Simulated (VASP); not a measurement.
# SrCd (R-3m) in VASP: notebook

Runs on SrCd. Level: LDA. Tasks: electric field gradients.

All numbers are computed with VASP 6.6.1; they aren't measurements. Logs are shortened: lines on timing, memory, paths and dates and some standing lists are left out, and cuts for length are marked.

### Step 1. The cell of the first run

The structure is trigonal, space group R-3m (No. 166). The conventional cell has a = 5.718 Å, b = 5.718 Å, c = 6.795 Å, α = 90.00°, β = 90.00°, γ = 120.00°. Within 4.5 Å of Sr (site symmetry -3m) lie 8 Cd at 3.40 to 3.49 Å and 6 Sr at 4.00 Å. Cd (site symmetry -3m) has 8 Sr at 3.40 to 3.49 Å and 6 Cd at 4.00 Å within 4.5 Å.

### Step 2. Electric field gradients, LDA (equal xy, yz and zx shear strains of -2 %)

INCAR reads:

```
  ALGO = Normal
  EDIFF = 1E-8
  ENCUT = 520
  GGA = CA
  ISIF = 2
  ISMEAR = -1
  LASPH = T
  LCHARG = F
  LEFG = T
  LREAL = F
  LWAVE = F
  NBANDS = 18
  NELM = 60
  PREC = Accurate
  SIGMA = 0.08
```

KPOINTS reads:

```
k-points
0
Gamma
  10 10 10
```

POSCAR reads:

```
SrCd
1.0
    4.0030000000     -0.0400300000     -0.0400300000
   -0.0400300000      4.0030000000     -0.0400300000
   -0.0400300000     -0.0400300000      4.0030000000
Sr Cd
1 1
Direct
    0.5000000000      0.5000000000      0.5000000000
    0.0000000000      0.0000000000      0.0000000000
```

Potentials or basis: VASP PAW LDA potentials, release 64 (Sr_sv, Cd).

Command:

```bash
> cat potpaw_LDA.64/Sr_sv/POTCAR potpaw_LDA.64/Cd/POTCAR > POTCAR
> mpirun -np 1 vasp_std > vasp.out
```

OUTCAR:

```text
EDIFF = 1E-8
   ENCUT = 520
   GGA = CA
   ISIF = 2
   ISMEAR = -1
   LASPH = T
   LREAL = F
   NELM = 60
   PREC = Accurate

 ion  position               nearest neighbor table
   1  0.500  0.500  0.500-   2 3.40   2 3.40   2 3.49   2 3.49   2 3.49   2 3.49   2 3.49   2 3.49

   2  0.000  0.000  0.000-   1 3.40   1 3.40   1 3.49   1 3.49   1 3.49   1 3.49   1 3.49   1 3.49

  LATTYP: Found a trigonal (rhomboedric) cell.
 ALAT       =     4.0034002800
 COS(alpha) =    -0.0198960208

  Lattice vectors:

 A1 = (   4.0030000000,  -0.0400300000,  -0.0400300000)
 A2 = (  -0.0400300000,   4.0030000000,  -0.0400300000)
 A3 = (  -0.0400300000,  -0.0400300000,   4.0030000000)

Analysis of symmetry for initial positions (statically):
=====================================================================
 Subroutine PRICEL returns:
 Original cell was already a primitive cell.

 Routine SETGRP: Setting up the symmetry group for a
 trigonal (rhombohedral) supercell.

 Subroutine GETGRP returns: Found 12 space group operations
 (whereof 12 operations were pure point group operations)
 out of a pool of 12 trial point group operations.

The static configuration has the point symmetry D_3d.

Analysis of symmetry for dynamics (positions and initial velocities):
=====================================================================
 Subroutine PRICEL returns:
 Original cell was already a primitive cell.

 Routine SETGRP: Setting up the symmetry group for a
 trigonal (rhombohedral) supercell.

 Subroutine GETGRP returns: Found 12 space group operations
 (whereof 12 operations were pure point group operations)
 out of a pool of 12 trial point group operations.

The dynamic configuration has the point symmetry D_3d.

 Subroutine INISYM returns: Found 12 space group operations
 (whereof 12 operations are pure point group operations),
 and found     1 'primitive' translations

----------------------------------------------------------------------------------------

                                     Primitive cell

  volume of cell :      64.1247

  direct lattice vectors                    reciprocal lattice vectors
     4.003000000 -0.040030000 -0.040030000     0.249863118  0.002523870  0.002523870
    -0.040030000  4.003000000 -0.040030000     0.002523870  0.249863118  0.002523870
    -0.040030000 -0.040030000  4.003000000     0.002523870  0.002523870  0.249863118

  length of vectors
     4.003400280  4.003400280  4.003400280     0.249888610  0.249888610  0.249888610

  position of ions in fractional coordinates (direct lattice)
     0.500000000  0.500000000  0.500000000
     0.000000000  0.000000000  0.000000000

  ion indices of the primitive-cell ions
   primitive index   ion index
                 1           1
                 2           2

----------------------------------------------------------------------------------------

 KPOINTS: k-points

Automatic generation of k-mesh.
 Grid dimensions read from file:
 generate k-points for:   10   10   10

 Generating k-lattice:

  Cartesian coordinates                     Fractional coordinates (reciprocal lattice)
     0.024986312  0.000252387  0.000252387     0.100000000  0.000000000  0.000000000
     0.000252387  0.024986312  0.000252387     0.000000000  0.100000000  0.000000000
     0.000252387  0.000252387  0.024986312     0.000000000  0.000000000  0.100000000

  Length of vectors
     0.024988861  0.024988861  0.024988861

  Shift w.r.t. Gamma in fractional coordinates (k-lattice)
     0.000000000  0.000000000  0.000000000

 Subroutine IBZKPT returns following result:
 ===========================================

 Found    116 irreducible k-points:

 Following reciprocal coordinates:
            Coordinates               Weight
  0.000000  0.000000  0.000000      1.000000
  0.100000  0.000000  0.000000      6.000000
  0.200000  0.000000  0.000000      6.000000
  0.300000  0.000000  0.000000      6.000000
  0.400000 -0.000000 -0.000000      6.000000
  0.500000  0.000000  0.000000      3.000000
[... 16 lines left out ...]
  0.300000  0.300000  0.000000      6.000000
  0.400000  0.300000 -0.000000     12.000000
 [... further k-points ...]
   k-points           NKPTS =    116   k-points in BZ     NKDIM =    116   number of bands    NBANDS=     18
   number of dos      NEDOS =    301   number of ions     NIONS =      2
   total plane-waves  NPLWV =  27000
   dimension x,y,z NGX =    30 NGY =   30 NGZ =   30
   dimension x,y,z NGXF=    60 NGYF=   60 NGZF=   60
   ions per type =               1   1
   NGX,Y,Z   is equivalent  to a cutoff of  12.46, 12.46, 12.46 a.u.
   NGXF,Y,Z  is equivalent  to a cutoff of  24.92, 24.92, 24.92 a.u.
 SYSTEM =  unknown system
   PREC   = accura    normal or accurate (medium, high low for compatibility)
   ISTART =      0    job   : 0-new  1-cont  2-samecut
   ICHARG =      2    charge: 1-file 2-atom 10-const
   ISPIN  =      1    spin polarized calculation?
   LNONCOLLINEAR =      F non collinear calculations
   LSORBIT =      F    spin-orbit coupling
   LASPH  =      T    aspherical Exc in radial PAW
   ENCUT  =  520.0 eV  38.22 Ry    6.18 a.u.   7.44  7.44  7.44*2*pi/ulx,y,z
   NELM   =     60;   NELMIN=  2; NELMDL= -5     # of ELM steps
   EDIFF  = 0.1E-07   stopping-criterion for ELM
   LREAL  =      F    real-space projection
   EDIFFG = 0.1E-06   stopping-criterion for IOM
   NSW    =      0    number of steps for IOM
   IBRION =     -1    ionic relax: 0-MD 1-quasi-New 2-CG
   NFREE  =      0    steps in history (QN), initial steepest desc. (CG)
   ISIF   =      2    stress and relaxation
   ISYM   =      2    0-nonsym 1-usesym 2-fastsym
   POTIM  = 0.5000    time-step for ionic-motion
   TEBEG  =    0.0;   TEEND  =   0.0 temperature during run
   PSTRESS=    0.0 pullay stress
   NELECT =      22.0000    total number of electrons
   NUPDOWN=      -1.0000    fix difference up-down
   EMIN   =  10.00;   EMAX   =-10.00  energy-range for DOS
   EFERMI =   0.00;   METHOD = LEGACY
   ISMEAR =    -1;   SIGMA  =   0.08  broadening in eV -4-tet -1-fermi 0-gaus
   EFERMI_NEDOS =   21; number of points for ismear=-14 and -15
   IALGO  =     38    algorithm
   IMIX   =      4    mixing-type and parameters
     AMIX     =   0.40;   BMIX     =  1.00
     AMIX_MAG =   1.60;   BMIX_MAG =  1.00
  volume/ion in A,a.u.               =      32.06       216.37
  Fermi-wavevector in a.u.,A,eV,Ry     =   1.146060  2.165739 17.870607  1.313453
  Thomas-Fermi vector in A             =   2.282745
   LORBIT       =      0    0 simple, 1 ext, 2 COOP (PROOUT), +10 PAW based schemes
   GGA     = CA    functional components
   LHFCALC =     F    Hartree Fock is set to
   AEXX    =    0.0000 exact exchange contribution
   IVDW    =     0    specifies the selected vdW correction
   LEPSILON=     F    determine dielectric tensor
   LRPA    =     F    only Hartree local field effects (RPA)
 non-spin polarized calculation
  energy-cutoff  :      520.00
  volume of cell :       64.12
 maximum number of plane-waves:      1755
 NGX is ok and might be reduce to    30
   NGX = 15   NGY = 15   NGZ = 15

 number of electron      22.0000003 magnetization

 Free energy of the ion-electron system (eV)
  ---------------------------------------------------
  ext. energy  EPLUGINS =         0.00000000
  ---------------------------------------------------
  free energy    TOTEN  =        -4.09647725 eV

  energy without entropy =       -4.07030529  energy(sigma->0) =       -4.08339127

 E-fermi :   2.0685     XC(G=0):  -9.4369

 val. band max:        2.0653033879   @ k =  -0.3000   0.2000   0.2000
 cond. band min:       2.0768138117   @ k =  -0.3000   0.5000   0.3000
 fundamental gap:      0.0115104238
 Fermi energy:         2.0685230380

 k-point     1 :       0.0000    0.0000    0.0000
  band No.  band energies     occupation
      1     -33.5201      2.00000
      2     -15.5655      2.00000
      3     -15.5535      2.00000
      4     -15.5535      2.00000
      5      -6.5568      2.00000
      6      -6.5568      2.00000
[... 10 lines left out ...]
     17       7.2502      0.00000
     18       7.2502      0.00000

 k-point     2 :       0.1000    0.0000    0.0000
  band No.  band energies     occupation
      1     -33.5190      2.00000
      2     -15.5821      2.00000
      3     -15.5585      2.00000
      4     -15.5518      2.00000
      5      -6.5541      2.00000
      6      -6.5402      2.00000
[... 10 lines left out ...]
     17       7.6505      0.00000
     18       7.6746      0.00000

 k-point     3 :       0.2000    0.0000    0.0000
  band No.  band energies     occupation
      1     -33.5158      2.00000
      2     -15.6412      2.00000
      3     -15.5554      2.00000
      4     -15.5474      2.00000
      5      -6.5471      2.00000
      6      -6.4972      2.00000
[... 10 lines left out ...]
     17       8.3966      0.00000
     18       8.5077      0.00000

 k-point     4 :       0.3000    0.0000    0.0000
  band No.  band energies     occupation
      1     -33.5120      2.00000
      2     -15.7139      2.00000
      3     -15.5503      2.00000
      4     -15.5419      2.00000
      5      -6.5384      2.00000
      6      -6.4477      2.00000
[... 10 lines left out ...]
     17       9.2617      0.00000
     18       9.4414      0.00000

 k-point     5 :       0.4000   -0.0000   -0.0000
  band No.  band energies     occupation
      1     -33.5089      2.00000
      2     -15.7716      2.00000
      3     -15.5461      2.00000
      4     -15.5374      2.00000
      5      -6.5314      2.00000
      6      -6.4447      2.00000
[... 10 lines left out ...]
     17       9.4916      0.00000
     18      10.2753      0.00000

 k-point     6 :       0.5000    0.0000    0.0000
  band No.  band energies     occupation
      1     -33.5077      2.00000
      2     -15.7934      2.00000
      3     -15.5445      2.00000
      4     -15.5357      2.00000
      5      -6.5287      2.00000
      6      -6.4464      2.00000
[... 307 lines left out ...]
 k-point    21 :      -0.3000    0.2000    0.0000
  band No.  band energies     occupation
      1     -33.5078      2.00000
      2     -15.7017      2.00000
      3     -15.6231      2.00000
      4     -15.5383      2.00000
      5      -6.5076      2.00000
      6      -6.4710      2.00000
[... 10 lines left out ...]
     17       7.9491      0.00000
     18       9.8723      0.00000

 k-point    22 :      -0.2000    0.2000    0.0000
  band No.  band energies     occupation
      1     -33.5116      2.00000
      2     -15.6341      2.00000
      3     -15.6285      2.00000
      4     -15.5442      2.00000
      5      -6.5184      2.00000
      6      -6.4623      2.00000
[... 10 lines left out ...]
     17       7.6521      0.00000
     18       9.3526      0.00000

 k-point    23 :       0.3000    0.3000    0.0000
  band No.  band energies     occupation
      1     -33.5041      2.00000
      2     -15.6999      2.00000
      3     -15.6851      2.00000
      4     -15.5321      2.00000
      5      -6.4973      2.00000
      6      -6.4822      2.00000
[... 10 lines left out ...]
     17       7.5447      0.00000
     18       9.8355      0.00000

 k-point    24 :       0.4000    0.3000   -0.0000
  band No.  band energies     occupation
      1     -33.5010      2.00000
      2     -15.7466      2.00000
      3     -15.6835      2.00000
      4     -15.5266      2.00000
      5      -6.5152      2.00000
      6      -6.4806      2.00000
[... 10 lines left out ...]
     17       7.9108      0.00000
     18       9.3197      0.00000

 [... further k-points ...]

------------------------ aborting loop because EDIFF is reached ----------------------------------------

  FORCE on cell =-STRESS in cart. coord.  units (eV):
  Direction    XX          YY          ZZ          XY          YZ          ZX
  --------------------------------------------------------------------------------------
  -------------------------------------------------------------------------------------
  Total       -0.7680064     -0.7680064     -0.7680064      0.1709904      0.1709904      0.1709904
  in kB      -19.1888879    -19.1888879    -19.1888879      4.2722506      4.2722506      4.2722506
  external PRESSURE =     -19.1888879 kB  Pullay stress =       0.0000000 kB

 VOLUME and BASIS-vectors are now :
 -----------------------------------------------------------------------------
  energy-cutoff  :      520.00
  volume of cell :       64.12
      direct lattice vectors                 reciprocal lattice vectors
     4.003000000 -0.040030000 -0.040030000     0.249863118  0.002523870  0.002523870
    -0.040030000  4.003000000 -0.040030000     0.002523870  0.249863118  0.002523870
    -0.040030000 -0.040030000  4.003000000     0.002523870  0.002523870  0.249863118

 POSITION                                       TOTAL-FORCE (eV/Angst)
 -----------------------------------------------------------------------------------
      1.96147      1.96147      1.96147        -0.000000     -0.000000      0.000000
      0.00000      0.00000      0.00000         0.000000      0.000000      0.000000
 -----------------------------------------------------------------------------------
    total drift:                                0.000000      0.000000     -0.000000

  FREE ENERGIE OF THE ION-ELECTRON SYSTEM (eV)
  ---------------------------------------------------
  free  energy   TOTEN  =        -4.0964772495 eV

  energy  without entropy=       -4.0703052900  energy(sigma->0) =       -4.08339127

 Electric field gradients (V/A^2)
---------------------------------------------------------------------
 ion       V_xx      V_yy      V_zz      V_xy      V_xz      V_yz
---------------------------------------------------------------------
   1      -0.000    -0.000     0.000    -0.710    -0.710    -0.710
   2      -0.000    -0.000    -0.000     3.703     3.703     3.703
---------------------------------------------------------------------

 Electric field gradients after diagonalization (V/A^2)
 (convention: |V_zz| > |V_xx| > |V_yy|)
----------------------------------------------------------------------
 ion       V_xx      V_yy      V_zz     asymmetry (V_yy - V_xx)/ V_zz
----------------------------------------------------------------------
   1       0.710     0.710    -1.420       0.000
   2      -3.703    -3.703     7.405       0.000
----------------------------------------------------------------------

           NMR quadrupolar parameters

 Cq : quadrupolar parameter    Cq=e*Q*V_zz/h
 eta: asymmetry parameters     (V_yy - V_xx)/ V_zz
 Q  : nuclear electric quadrupole moment in mb (millibarn)
----------------------------------------------------------------------
 ion       Cq(MHz)       eta       Q (mb)
----------------------------------------------------------------------
   1      -0.003       0.000       1.000
   2       0.018       0.000       1.000
----------------------------------------------------------------------
```

It took 76 s on 1 thread of Oxide Virtual Turin-like, shared host; peak memory 0.22 GiB.

What came out:

- Free energy: -4.0965 eV
- Pressure: -1.9 GPa
- Band gap on the k mesh: zero (band 11 reaches 3.40 eV, above the bottom of band 12 at 1.25 eV)

Stress tensor (GPa, compression positive):
```
-1.92  0.43  0.43
 0.43 -1.92  0.43
 0.43  0.43 -1.92
```

Electric field gradients, principal values (V/Å²):
| atom | least | middle | greatest (by size) |
| --- | --- | --- | --- |
| 1 Sr | 0.710 | 0.710 | -1.420 |
| 2 Cd | -3.703 | -3.703 | 7.405 |

Caveat: the cell differs from its parent crystal (equal xy, yz and zx shear strains of -2 %); without QUAD_EFG the Cq values of the log hold for a quadrupole moment of 1 mb, not for the nuclei.

(Part 1 of 2 ends here.)
